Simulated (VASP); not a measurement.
Here is a VASP 6.6.1 calculation.

The input INCAR:

```
PREC = Accurate ; ENCUT = 520
EDIFF = 1E-7 ; ISMEAR = 0
SIGMA = 0.1 ; LREAL = F
LASPH = T ; NELM = 80
ALGO = Fast ; ISIF = 2
LWAVE = F ; LCHARG = T
GGA = PE ; LELF = T
LVHAR = T ; NBANDS = 22
```

File KPOINTS:

```
Automatic mesh
0
Gamma
  6 6 6
```

The input POSCAR:

```
HfPt2
1.0
    4.5111046770      0.0000000000      0.0000000000
   -2.2555523385      3.9067312495      0.0000000000
    0.0000000000      0.0000000000      2.8676666153
Hf Pt
1 2
Direct
    0.0000000000      0.0000000000      0.0000000000
    0.3333333333      0.6666666667      0.5000000000
    0.6666666667      0.3333333333      0.5000000000
```

Potentials or basis: VASP PAW PBE potentials, release 64 (Hf_pv, Pt).

The run is started by

```sh
$ cat potpaw_PBE.64/Hf_pv/POTCAR potpaw_PBE.64/Pt/POTCAR > POTCAR
$ mpirun -np 1 vasp_std > vasp.out
```

(1) What does it give for the pressure?

(2) Predict the band gap on the k mesh.

## Answers

(1) 6.5 GPa.

(2) zero (bands 15 and 16 overlap by 2.97 eV).

Caveat: the k points lie up to 0.37 Å⁻¹ apart, too coarse for converged energies and pressures of a metal; spin-orbit coupling is left out, which moves the levels of the heavy elements.
